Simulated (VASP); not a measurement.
A run of VASP 6.6.1 is set up as follows.

The input INCAR:

```
PREC = Accurate ; ENCUT = 520
EDIFF = 1E-6 ; ISMEAR = 0
SIGMA = 0.1 ; LREAL = False
LASPH = True ; NELM = 150
ALGO = Normal ; ISIF = 2
LWAVE = False ; LCHARG = False
ISPIN = 2 ; MAGMOM = 0 0 0 1 1 1 1 1 1
LORBIT = 11 ; GGA = PE
NBANDS = 36
```

The input KPOINTS:

```
regular mesh
0
Gamma
  4 4 4
```

The input POSCAR:

```
Li2GaC6
1.0
    0.0000000000      4.5223572600      4.5223572600
    4.5223572600      0.0000000000      4.5223572600
    4.5223572600      4.5223572600      0.0000000000
Li Ga C
2 1 6
Direct
    0.2500000000      0.2500000000      0.2500000000
    0.5000000000      0.5000000000      0.5000000000
    0.0000000000      0.0000000000      0.0000000000
    0.1284943900      0.8715056100      0.8715056100
    0.8715056100      0.1284943900      0.1284943900
    0.8715056100      0.1284943900      0.8715056100
    0.1284943900      0.8715056100      0.1284943900
    0.8715056100      0.8715056100      0.1284943900
    0.1284943900      0.1284943900      0.8715056100
```

Potentials or basis: VASP PAW PBE potentials, release 64 (Li_sv, Ga_d, C).

The run is started by

```console
$ cat potpaw_PBE.64/Li_sv/POTCAR potpaw_PBE.64/Ga_d/POTCAR potpaw_PBE.64/C/POTCAR > POTCAR
$ mpirun -np 1 vasp_std > vasp.out
```

Q: Predict the site moments.

A: Li -0.00; Ga +0.01; C +0.34 μB.

Q: What does it give for the net moment?

A: 3.00 μB per cell.

Q: What does it give for the largest force?

A: 96.630 eV/Å.

Q: What does it give for the band gap on the k mesh?

A: 1.06 eV.

Forces in eV/Å, atoms in the order of the input:
```
Li    0.000   0.000   0.000
Li    0.000   0.000   0.000
Ga    0.000   0.000   0.000
C   -96.630   0.000   0.000
C    96.630   0.000   0.000
C     0.000 -96.630   0.000
C     0.000  96.630   0.000
C     0.000   0.000 -96.630
C     0.000   0.000  96.630
```

Caveat: atoms lie so close that the PAW spheres overlap strongly, which falsifies energies and pressures; forces of over 1 eV/Å act on the atoms, so gaps and moduli don't describe the material at rest. A k mesh can miss the band edges.
